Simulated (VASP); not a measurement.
# LiF (Fm-3m) in VASP: notebook

The runs below take LiF through single point, relaxation of cell and atoms, with PBE.

Program: VASP 6.6.1. These are calculated values, not measurements. Logs are shortened: lines on timing, memory, paths and dates and some standing lists are left out, and cuts for length are marked.

### 1 The cell of the first run

Symmetry: Fm-3m, No. 225, cubic system. Conventional cell: a = 3.940 Å, b = 3.940 Å, c = 3.940 Å, α = 90.00°, β = 90.00°, γ = 90.00°. Within 2.6 Å of Li (site symmetry m-3m) lie 6 F at 1.97 Å. F (site symmetry m-3m) has 6 Li at 1.97 Å within 2.6 Å.

### 2 Single point, PBE (7.65 Å³/atom)

File INCAR:

```
SYSTEM = LiF
PREC     = Accurate       ! precision mode
ENCUT    = 750            ! plane-wave cutoff, eV
EDIFF    = 1E-6           ! SCF threshold, eV
ISMEAR   = 0              ! smearing method
SIGMA    = 0.02           ! smearing width, eV
LREAL    = .FALSE.        ! projectors in reciprocal space
LASPH    = .TRUE.         ! aspherical terms in the spheres
NELM     = 120            ! most SCF steps
ALGO     = Normal         ! electronic algorithm
ISIF     = 2              ! what is computed and relaxed
LWAVE    = .FALSE.        ! write WAVECAR
LCHARG   = .TRUE.         ! write CHGCAR
GGA      = PE             ! functional
LELF     = .TRUE.         ! ELF
LVHAR    = .TRUE.       
NBANDS   = 12             ! bands
GGA_COMPAT= .FALSE.
```

File KPOINTS:

```
Automatic mesh
0
G
  10 10 10
  0 0 0
```

File POSCAR:

```
LiF
1.0
    0.0000000000      1.9700837346      1.9700837346
    1.9700837346      0.0000000000      1.9700837346
    1.9700837346      1.9700837346      0.0000000000
Li F
1 1
Direct
    0.0000000000      0.0000000000      0.0000000000
    0.5000000000      0.5000000000      0.5000000000
```

Potentials or basis: VASP PAW PBE potentials, release 64 (Li_sv, F).

Started as:

```console
cat potpaw_PBE.64/Li_sv/POTCAR potpaw_PBE.64/F/POTCAR > POTCAR
mpirun -np 1 vasp_std > vasp.out
```

OUTCAR:

```text
SYSTEM = LiF
   PREC = Accurate
   ENCUT = 750
   EDIFF = 1E-6
   ISMEAR = 0
   LREAL = .FALSE.
   LASPH = .TRUE.
   NELM = 120
   ISIF = 2
   GGA = PE

 ion  position               nearest neighbor table
   1  0.000  0.000  0.000-   2 1.97   2 1.97   2 1.97   2 1.97   2 1.97   2 1.97
   2  0.500  0.500  0.500-   1 1.97   1 1.97   1 1.97   1 1.97   1 1.97   1 1.97

  LATTYP: Found a face centered cubic cell.
 ALAT       =     3.9401674692

  Lattice vectors:

 A1 = (   0.0000000000,   1.9700837346,   1.9700837346)
 A2 = (   1.9700837346,   0.0000000000,   1.9700837346)
 A3 = (   1.9700837346,   1.9700837346,   0.0000000000)

Analysis of symmetry for initial positions (statically):
=====================================================================
 Subroutine PRICEL returns:
 Original cell was already a primitive cell.

 Routine SETGRP: Setting up the symmetry group for a
 face centered cubic supercell.

 Subroutine GETGRP returns: Found 48 space group operations
 (whereof 48 operations were pure point group operations)
 out of a pool of 48 trial point group operations.

The static configuration has the point symmetry O_h .

Analysis of symmetry for dynamics (positions and initial velocities):
=====================================================================
 Subroutine PRICEL returns:
 Original cell was already a primitive cell.

 Routine SETGRP: Setting up the symmetry group for a
 face centered cubic supercell.

 Subroutine GETGRP returns: Found 48 space group operations
 (whereof 48 operations were pure point group operations)
 out of a pool of 48 trial point group operations.

The dynamic configuration has the point symmetry O_h .

 Subroutine INISYM returns: Found 48 space group operations
 (whereof 48 operations are pure point group operations),
 and found     1 'primitive' translations

----------------------------------------------------------------------------------------

                                     Primitive cell

  volume of cell :      15.2927

  direct lattice vectors                    reciprocal lattice vectors
     0.000000000  1.970083735  1.970083735    -0.253796319  0.253796319  0.253796319
     1.970083735  0.000000000  1.970083735     0.253796319 -0.253796319  0.253796319
     1.970083735  1.970083735  0.000000000     0.253796319  0.253796319 -0.253796319

  length of vectors
     2.786119136  2.786119136  2.786119136     0.439588119  0.439588119  0.439588119

  position of ions in fractional coordinates (direct lattice)
     0.000000000  0.000000000  0.000000000
[... 88 lines left out ...]
   PSTRESS=    0.0 pullay stress
   NELECT =      10.0000    total number of electrons
   NUPDOWN=      -1.0000    fix difference up-down
   EMIN   =  10.00;   EMAX   =-10.00  energy-range for DOS
   EFERMI =   0.00;   METHOD = LEGACY
   ISMEAR =     0;   SIGMA  =   0.02  broadening in eV -4-tet -1-fermi 0-gaus
   EFERMI_NEDOS =   21; number of points for ismear=-14 and -15
   IALGO  =     38    algorithm
   IMIX   =      4    mixing-type and parameters
     AMIX     =   0.40;   BMIX     =  1.00
     AMIX_MAG =   1.60;   BMIX_MAG =  1.00
  volume/ion in A,a.u.               =       7.65        51.60
  Fermi-wavevector in a.u.,A,eV,Ry     =   1.420954  2.685214 27.471679  2.019111
  Thomas-Fermi vector in A             =   2.541815
   LORBIT       =      0    0 simple, 1 ext, 2 COOP (PROOUT), +10 PAW based schemes
   GGA     = PE    functional components
   LHFCALC =     F    Hartree Fock is set to
   AEXX    =    0.0000 exact exchange contribution
   IVDW    =     0    specifies the selected vdW correction
   LEPSILON=     F    determine dielectric tensor
   LRPA    =     F    only Hartree local field effects (RPA)
 non-spin polarized calculation
 Gauss-broadening in eV      SIGMA  =   0.02
  energy-cutoff  :      750.00
  volume of cell :       15.29
 maximum number of plane-waves:       728
 NGX is ok and might be reduce to    28
   NGX = 13   NGY = 13   NGZ = 13

 number of electron      10.0000000 magnetization

 Free energy of the ion-electron system (eV)
  ---------------------------------------------------
  ext. energy  EPLUGINS =         0.00000000
  ---------------------------------------------------
  free energy    TOTEN  =        -9.61235543 eV

  energy without entropy =       -9.61235543  energy(sigma->0) =       -9.61235543

 E-fermi :  -0.5093     XC(G=0): -10.3109

 val. band max:       -0.6112892002   @ k =   0.0000   0.0000   0.0000
 cond. band min:       9.0781929943   @ k =   0.0000   0.0000   0.0000
 fundamental gap:      9.6894821945
 Fermi energy:        -0.5092747724

 k-point     1 :       0.0000    0.0000    0.0000
  band No.  band energies     occupation
      1     -41.3814      2.00000
      2     -20.7725      2.00000
      3      -0.6113      2.00000
      4      -0.6113      2.00000
      5      -0.6113      2.00000
      6       9.0782      0.00000
      7      24.2487      0.00000
      8      24.2488      0.00000
      9      24.2488      0.00000
     10      24.3788      0.00000
     11      24.3788      0.00000
     12      24.3788      0.00000
[... 331 lines left out ...]
 k-point    24 :       0.4000    0.3000    0.0000
  band No.  band energies     occupation
      1     -41.3020      2.00000
      2     -20.1720      2.00000
      3      -3.1391      2.00000
      4      -1.5727      2.00000
      5      -1.4500      2.00000
      6      13.1017      0.00000
      7      16.5939      0.00000
      8      18.6370      0.00000
      9      20.2998      0.00000
     10      21.3725      0.00000
     11      34.8564      0.00000
     12      35.5021      0.00000

 [... further k-points ...]

------------------------ aborting loop because EDIFF is reached ----------------------------------------

  FORCE on cell =-STRESS in cart. coord.  units (eV):
  Direction    XX          YY          ZZ          XY          YZ          ZX
  --------------------------------------------------------------------------------------
  -------------------------------------------------------------------------------------
  Total        0.6770209      0.6770209      0.6770209      0.0000000      0.0000000      0.0000000
  in kB       70.9297743     70.9297743     70.9297743      0.0000000      0.0000000      0.0000000
  external PRESSURE =      70.9297743 kB  Pullay stress =       0.0000000 kB

 VOLUME and BASIS-vectors are now :
 -----------------------------------------------------------------------------
  energy-cutoff  :      750.00
  volume of cell :       15.29
      direct lattice vectors                 reciprocal lattice vectors
     0.000000000  1.970083735  1.970083735    -0.253796319  0.253796319  0.253796319
     1.970083735  0.000000000  1.970083735     0.253796319 -0.253796319  0.253796319
     1.970083735  1.970083735  0.000000000     0.253796319  0.253796319 -0.253796319

 POSITION                                       TOTAL-FORCE (eV/Angst)
 -----------------------------------------------------------------------------------
      0.00000      0.00000      0.00000         0.000000     -0.000000     -0.000000
      1.97008      1.97008      1.97008        -0.000000      0.000000      0.000000
 -----------------------------------------------------------------------------------
    total drift:                                0.000000      0.000000      0.000000

  FREE ENERGIE OF THE ION-ELECTRON SYSTEM (eV)
  ---------------------------------------------------
  free  energy   TOTEN  =        -9.6123554262 eV

  energy  without entropy=       -9.6123554262  energy(sigma->0) =       -9.61235543
```

stdout:

```text
POSCAR found type information on POSCAR LiF
 POSCAR found :  2 types and       2 ions
 scaLAPACK will be used
 LDA part: xc-table for (Slater+PW92), standard interpolation
 POSCAR, INCAR and KPOINTS ok, starting setup
 FFT: planning ... GRIDC
 FFT: planning ... GRID_SOFT
 FFT: planning ... GRID
 WAVECAR not read
 entering main loop
```

It took 11 s on 1 thread of AMD EPYC 9R45 (Zen 5), shared host; peak memory 0.12 GiB.

Results:

| Item | Value |
| --- | --- |
| Free energy | -9.6124 eV |
| Pressure | 7.1 GPa |
| Band gap on the k mesh | 9.69 eV |

Caveat: the cell stands under pressure. A k mesh can miss the band edges.

### 3 Single point, PBE

This run uses another cell than the first one, of 8.40 Å³/atom.

File INCAR:

```
PREC     = Accurate       # precision mode
ENCUT    = 750            # plane-wave cutoff, eV
EDIFF    = 1E-6           # SCF threshold, eV
ISMEAR   = 0              # smearing method
SIGMA    = 0.02           # smearing width, eV
LREAL    = F              # projectors in reciprocal space
LASPH    = T              # aspherical terms in the spheres
NELM     = 120            # most SCF steps
ALGO     = Normal         # electronic algorithm
ISIF     = 2              # what is computed and relaxed
LWAVE    = F              # write WAVECAR
LCHARG   = F              # write CHGCAR
GGA      = PE             # functional
NBANDS   = 12             # bands
GGA_COMPAT= F
```

File KPOINTS:

```
Automatic mesh
0
Gamma
  10 10 10
```

File POSCAR:

```
LiF
1.0
    0.0000000000      2.0330008238      2.0330008238
    2.0330008238      0.0000000000      2.0330008238
    2.0330008238      2.0330008238      0.0000000000
Li F
1 1
Direct
    0.0000000000      0.0000000000      0.0000000000
    0.5000000000      0.5000000000      0.5000000000
```

Potentials or basis: VASP PAW PBE potentials, release 64 (Li_sv, F).

Started as:

```console
cat potpaw_PBE.64/Li_sv/POTCAR potpaw_PBE.64/F/POTCAR > POTCAR
mpirun -np 1 vasp_std > vasp.out
```

It took 11 s on 1 thread of AMD EPYC 9R45 (Zen 5), shared host; peak memory 0.12 GiB.

The run converged. Its results:

| Item | Value |
| --- | --- |
| Free energy | -9.6451 eV |
| Pressure | -0.6 GPa |
| Band gap on the k mesh | 8.83 eV |

Levels at points of the mesh, in eV from the valence-band top:
```tsv
k point	band 2	band 3	band 4	band 5	band 6	band 7	band 8	band 9
(0.00, 0.00, 0.00)	-19.90	0.00	0.00	0.00	8.83	23.60	23.60	23.60
(0.50, 0.00, 0.00)	-19.48	-2.44	-0.22	-0.22	10.63	16.40	18.68	18.68
(0.50, 0.50, 0.00)	-19.24	-2.89	-0.96	-0.96	14.55	16.34	17.09	19.91
```

A k mesh can miss the band edges.

### 4 Single point, PBE (8.65 Å³/atom)

This run uses another cell than the first one, of 8.65 Å³/atom.

File INCAR:

```
SYSTEM = LiF
  PREC = Accurate
  ENCUT = 750
  EDIFF = 1E-6
  ISMEAR = 0
  SIGMA = 0.02
  LREAL = .False.
  LASPH = .True.
  NELM = 120
  ALGO = Normal
  ISIF = 2
  LWAVE = .False.
  LCHARG = .False.
  GGA = PE
  NBANDS = 12
  GGA_COMPAT = .False.
```

File KPOINTS:

```
Automatic mesh
0
Gamma
  10 10 10
  0 0 0
```

File POSCAR:

```
LiF
1.0
    0.0000000000      2.0531308540      2.0531308540
    2.0531308540      0.0000000000      2.0531308540
    2.0531308540      2.0531308540      0.0000000000
Li F
1 1
Direct
    0.0000000000      0.0000000000      0.0000000000
    0.5000000000      0.5000000000      0.5000000000
```

Started as:

```console
cat potpaw_PBE.64/Li_sv/POTCAR potpaw_PBE.64/F/POTCAR > POTCAR
mpirun -np 1 vasp_std > vasp.out
```

It took 10 s on 1 thread of AMD EPYC 9R45 (Zen 5), shared host; peak memory 0.12 GiB.

The run converged. Its results:

```
Free energy            : -9.6418 eV
Pressure               : -2.4 GPa
Band gap on the k mesh : 8.58 eV
```

Levels at points of the mesh, in eV from the valence-band top:
```csv
k point,band 3,band 4,band 5,band 6,band 7,band 8
"(0.00, 0.00, 0.00)",0.00,0.00,0.00,8.58,23.22,23.22
"(0.50, 0.00, 0.00)",-2.35,-0.21,-0.21,10.48,16.06,18.44
"(0.50, 0.50, 0.00)",-2.76,-0.91,-0.91,14.28,16.20,16.75
```

A k mesh can miss the band edges. Expect the measured gap to be larger: semilocal functionals such as PBE lack the derivative discontinuity.

### 5 Single point, PBE (8.91 Å³/atom)

This run uses another cell than the first one, of 8.91 Å³/atom.

File INCAR:

```
  PREC = Accurate
  ENCUT = 750
  EDIFF = 1E-6
  ISMEAR = 0
  SIGMA = 0.02
  LREAL = F
  LASPH = T
  NELM = 120
  ALGO = Normal
  ISIF = 2
  LWAVE = F
  LCHARG = T
  GGA = PE
  LELF = T
  LVHAR = T
  NBANDS = 12
  GGA_COMPAT = F
```

File KPOINTS:

```
regular mesh
0
Gamma
  10 10 10
```

File POSCAR:

```
LiF
1.0
    0.0000000000      2.0728737079      2.0728737079
    2.0728737079      0.0000000000      2.0728737079
    2.0728737079      2.0728737079      0.0000000000
Li F
1 1
Direct
    0.0000000000      0.0000000000      0.0000000000
    0.5000000000      0.5000000000      0.5000000000
```

Started as:

```console
cat potpaw_PBE.64/Li_sv/POTCAR potpaw_PBE.64/F/POTCAR > POTCAR
mpirun -np 1 vasp_std > vasp.out
```

It took 11 s on 1 thread of AMD EPYC 9R45 (Zen 5), shared host; peak memory 0.12 GiB.

Results (log left out):

| Quantity | Value |
| --- | --- |
| Free energy | -9.6330 eV |
| Pressure | -4.0 GPa |
| Band gap on the k mesh | 8.35 eV |

Levels at points of the mesh, in eV from the valence-band top:
```tsv
k point	band 2	band 3	band 4	band 5	band 6	band 7	band 8	band 9
(0.00, 0.00, 0.00)	-19.75	0.00	0.00	0.00	8.35	22.85	22.85	22.85
(0.50, 0.00, 0.00)	-19.37	-2.27	-0.20	-0.20	10.33	15.73	18.21	18.21
(0.50, 0.50, 0.00)	-19.17	-2.65	-0.88	-0.88	14.02	16.06	16.42	19.24
```

Caveat: the cell stands under tension.

### 6 Single point, PBE (9.16 Å³/atom)

This run uses another cell than the first one, of 9.16 Å³/atom.

INCAR, as its differences from that of step 5:

```diff
@@ -11,6 +11,4 @@
   LWAVE = F
-  LCHARG = T
+  LCHARG = F
   GGA = PE
-  LELF = T
-  LVHAR = T
   NBANDS = 12
```

File KPOINTS:

```
Automatic mesh
0
Gamma
  10 10 10
```

File POSCAR:

```
LiF
1.0
    0.0000000000      2.0922474823      2.0922474823
    2.0922474823      0.0000000000      2.0922474823
    2.0922474823      2.0922474823      0.0000000000
Li F
1 1
Direct
    0.0000000000      0.0000000000      0.0000000000
    0.5000000000      0.5000000000      0.5000000000
```

Potentials or basis: VASP PAW PBE potentials, release 64 (Li_sv, F).

Started as:

```console
cat potpaw_PBE.64/Li_sv/POTCAR potpaw_PBE.64/F/POTCAR > POTCAR
mpirun -np 1 vasp_std > vasp.out
```

Wall time 10 s (1 thread of AMD EPYC 9R45 (Zen 5), shared host); peak memory 0.12 GiB.

It converged, with:

| Quantity | Value |
| --- | --- |
| Free energy | -9.6195 eV |
| Pressure | -5.4 GPa |
| Band gap on the k mesh | 8.13 eV |

Levels at points of the mesh, in eV from the valence-band top:
```tsv
k point	band 2	band 3	band 4	band 5	band 6	band 7	band 8	band 9
(0.00, 0.00, 0.00)	-19.68	0.00	0.00	0.00	8.13	22.49	22.49	22.49
(0.50, 0.00, 0.00)	-19.33	-2.19	-0.19	-0.19	10.19	15.42	17.99	17.99
(0.50, 0.50, 0.00)	-19.14	-2.55	-0.84	-0.84	13.78	15.93	16.10	18.93
```

Caveat: the cell stands under tension.

### 7 Relaxation of cell and atoms, PBE

This run uses another cell than the first one, of 8.51 Å³/atom.

File INCAR:

```
PREC     = Accurate       # precision mode
ENCUT    = 750            # plane-wave cutoff, eV
EDIFF    = 1E-7           # SCF threshold, eV
ISMEAR   = 0              # smearing method
SIGMA    = 0.02           # smearing width, eV
LREAL    = F              # projectors in reciprocal space
LASPH    = T              # aspherical terms in the spheres
NELM     = 120            # most SCF steps
ALGO     = Normal         # electronic algorithm
ISIF     = 3              # what is computed and relaxed
LWAVE    = F              # write WAVECAR
LCHARG   = F              # write CHGCAR
GGA      = PE             # functional
IBRION   = 2              # ionic algorithm
NSW      = 50             # ionic steps
EDIFFG   = -0.003         # ionic threshold
GGA_COMPAT= F            
NELMIN   = 4
```

File KPOINTS:

```
regular mesh
0
Gamma
  10 10 10
```

File POSCAR:

```
LiF
1.0
    0.0000000000      2.0419739063      2.0419739063
    2.0419739063      0.0000000000      2.0419739063
    2.0419739063      2.0419739063      0.0000000000
Li F
1 1
Direct
    0.0000000000      0.0000000000      0.0000000000
    0.5000000000      0.5000000000      0.5000000000
```

Started as:

```console
cat potpaw_PBE.64/Li_sv/POTCAR potpaw_PBE.64/F/POTCAR > POTCAR
mpirun -np 1 vasp_std > vasp.out
```

It took 19 s on 1 thread of AMD EPYC 9R45 (Zen 5), shared host; peak memory 0.12 GiB.

The run converged. Its results:

```
Free energy                           : -9.6461 eV
Relaxed volume                        : 8.34 Å³/atom
Relaxed cell                          : a = 2.867 Å, b = 2.867 Å, c = 2.867 Å, α = 60.00°, β = 60.00°, γ = 60.00°
Space group after relaxing (to 0.1 Å) : Fm-3m (No. 225)
Energy gained by relaxing             : 0.8 meV/atom
Ionic steps                           : 3
Pressure after relaxing               : 0.0 GPa
Band gap on the k mesh                : 8.90 eV
```

Step by step:
```csv
step,energy change (eV),largest force (eV/Å),pressure (GPa),volume (Å³)
1,0.0000,0.0000,-1.45,17.03
2,-0.0013,0.0000,-0.69,16.84
3,-0.0016,0.0000,0.01,16.67
```

Final structure:
```cif
data_structure
_symmetry_space_group_name_H-M 'P 1'
_symmetry_Int_Tables_number 1
_cell_length_a 2.8674
_cell_length_b 2.8674
_cell_length_c 2.8674
_cell_angle_alpha 60.000
_cell_angle_beta 60.000
_cell_angle_gamma 60.000
_cell_volume 16.67
loop_
_atom_site_label
_atom_site_type_symbol
_atom_site_fract_x
_atom_site_fract_y
_atom_site_fract_z
_atom_site_occupancy
Li1 Li 0.00000 0.00000 0.00000 1
F1 F 0.50000 0.50000 0.50000 1
```

Levels at points of the mesh, in eV from the valence-band top:
```
           k point  band 2  band 3  band 4  band 5  band 6  band 7  band 8  band 9
(0.00, 0.00, 0.00)  -19.92    0.00    0.00    0.00    8.90   23.71   23.71   23.71
(0.50, 0.00, 0.00)  -19.50   -2.46   -0.22   -0.22   10.67   16.49   18.74   18.74
(0.50, 0.50, 0.00)  -19.25   -2.92   -0.97   -0.97   14.62   16.38   17.19   20.00
```

A k mesh can miss the band edges. A hybrid or GW would open this gap; PBE tends to underestimate it.

### 8 Summary

| task | cell | gap on the mesh (eV) | pressure (GPa) |
| --- | --- | --- | --- |
| single point | a = 2.786 Å, angles 60.0°, 2 atoms | 9.69 | 7.1 |
| single point | a = 2.875 Å, angles 60.0°, 2 atoms | 8.83 | -0.6 |
| single point | a = 2.904 Å, angles 60.0°, 2 atoms | 8.58 | -2.4 |
| single point | a = 2.931 Å, angles 60.0°, 2 atoms | 8.35 | -4.0 |
| single point | a = 2.959 Å, angles 60.0°, 2 atoms | 8.13 | -5.4 |
| relaxation of cell and atoms | relaxed from a = 2.888 Å, angles 60.0°, 2 atoms | 8.90 | 0.0 |

Alike in all rows: level PBE; potentials or basis VASP PAW PBE potentials, release 64 (Li_sv, F); no spin polarisation; k mesh 10 × 10 × 10; cutoff (eV) 750; smearing gaussian 0.02 eV.

Caveats: the cell stands under tension (at least some runs); the cell stands under pressure (at least some runs).

Absolute energies hang on the potentials; compare differences alone.
